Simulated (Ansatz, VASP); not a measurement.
# Two plane-wave programs on Al2O3

INCAR

```
PREC     = Accurate       # precision mode
ENCUT    = 520            # plane-wave cutoff, eV
EDIFF    = 1E-6           # SCF threshold, eV
ISMEAR   = 0              # smearing method
SIGMA    = 0.05           # smearing width, eV
LREAL    = F              # projectors in reciprocal space
LASPH    = T              # aspherical terms in the spheres
NELM     = 100            # most SCF steps
ALGO     = Normal         # electronic algorithm
ISIF     = 2              # what is computed and relaxed
LWAVE    = F              # write WAVECAR
LCHARG   = F              # write CHGCAR
GGA      = PE             # functional
IVDW     = 12             # dispersion correction
NBANDS   = 20             # bands
```

Contents of KPOINTS:

```
regular mesh
0
Gamma
  12 12 4
```

POSCAR

```
Al2O3
1.0
    2.7454055232      0.0000000000      0.0000000000
   -1.3727027616      2.3775909267      0.0000000000
    0.0000000000      0.0000000000      8.8727266941
Al O
2 3
Direct
    0.0000000000      0.0000000000      0.2752945179
    0.0000000000      0.0000000000      0.7247054821
    0.3333333333      0.6666666667      0.1953369158
    0.6666666667      0.3333333333      0.8046630842
    0.0000000000      0.0000000000      0.5000000000
```

Input for Ansatz:

```yaml
crystal:
  lattice:
    - [2.7454055232, 0.0, 0.0]
    - [-1.3727027616, 2.3775909267, 0.0]
    - [0.0, 0.0, 8.8727266941]
  atoms:
    - { symbol: Al, position: [0.0, 0.0, 0.2752945179] }
    - { symbol: Al, position: [0.0, 0.0, 0.7247054821] }
    - { symbol: O, position: [0.3333333333, 0.6666666667, 0.1953369158] }
    - { symbol: O, position: [0.6666666667, 0.3333333333, 0.8046630842] }
    - { symbol: O, position: [0.0, 0.0, 0.5] }
basis:
  ecutwfc: 420
kpoints:
  mp_grid: { grid: [12, 12, 4] }
hamiltonian:
  xc: pbe
  dispersion: d3bj
scf:
  occupations: { method: gaussian, width: 0.05 }
output:
  forces: true
  stress: true
  eigenvalues: true
  write_density: true
  write_potential: true
  elf: true
  volumetric_format: npy
```

Alike in both runs: task single point; functional PBE; dispersion D3(BJ); k mesh 12 × 12 × 4; occupations gaussian, width 0.05 eV; no spin polarisation.

|  | VASP | Ansatz |
| --- | --- | --- |
| version | VASP 6.6.1 | Ansatz 0.2.0 |
| potentials or method | VASP PAW PBE potentials, release 64 (Al, O), cutoff 520 eV | scalar-relativistic, plane waves, PAW |
| valence electrons in the cell | 24 | 24 |

|  | VASP | Ansatz | Ansatz less VASP |
| --- | --- | --- | --- |
| gap on the k mesh at the Fermi level (eV) | none | none | - |
| pressure (GPa) | 9.9 | 9.8 | -0.11 |
| traceless stress, the component that is largest in VASP (GPa) | -61.30 | -60.98 | +0.323 |
| rms of the force components (eV/Å) | 1.844 | 1.852 | +0.0078 |

Atom by atom the forces differ by 0.009 eV/Å (rms over components). A gap of «none» marks a metal or a gap that the smearing closes.
